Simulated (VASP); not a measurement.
Au, 4 atoms in the cell. The structure is hexagonal, space group P6_3/mmc (No. 194). Conventional cell: a = 2.909 Å, b = 2.909 Å, c = 9.585 Å, α = 90.00°, β = 90.00°, γ = 120.00°. Au (site symmetry -3m) has 12 Au at 2.91 to 2.93 Å within 3.8 Å. Within 3.8 Å of Au (site symmetry -6m2) lie 12 Au at 2.91 to 2.93 Å. 

| Item | Value |
| --- | --- |
| Program | VASP 6.6.1 |
| Task | single point |
| Functional | r2SCAN |
| Potentials or basis | VASP PAW PBE potentials, release 64 (Au) |
| Cutoff | 520 eV |
| k mesh | 18 × 18 × 6 |
| Occupations | gaussian, width 0.1 eV |
| Spin | no spin polarisation |
| Dipole correction | no |
| Further INCAR settings | ALGO = Normal; EDIFF = 1e-06; NBANDS = 30 |

Potentials or basis: VASP PAW PBE potentials, release 64 (Au).

The run is started by

```sh
$ cat potpaw_PBE.64/Au/POTCAR > POTCAR
$ cp INCAR.step1 INCAR
$ mpirun -np 1 vasp_std > vasp.out
$ cp INCAR.step2 INCAR
$ mpirun -np 1 vasp_std > vasp.out
```

Hardware: 1 thread of Oxide Virtual Turin-like Processor, with other jobs on the host.

Q: Estimate the wall time of this run.

A: Run time: 32 min on 1 thread of Oxide Virtual Turin-like Processor, with other jobs on the host, peak memory 0.34 GiB. Counts: k points 148.
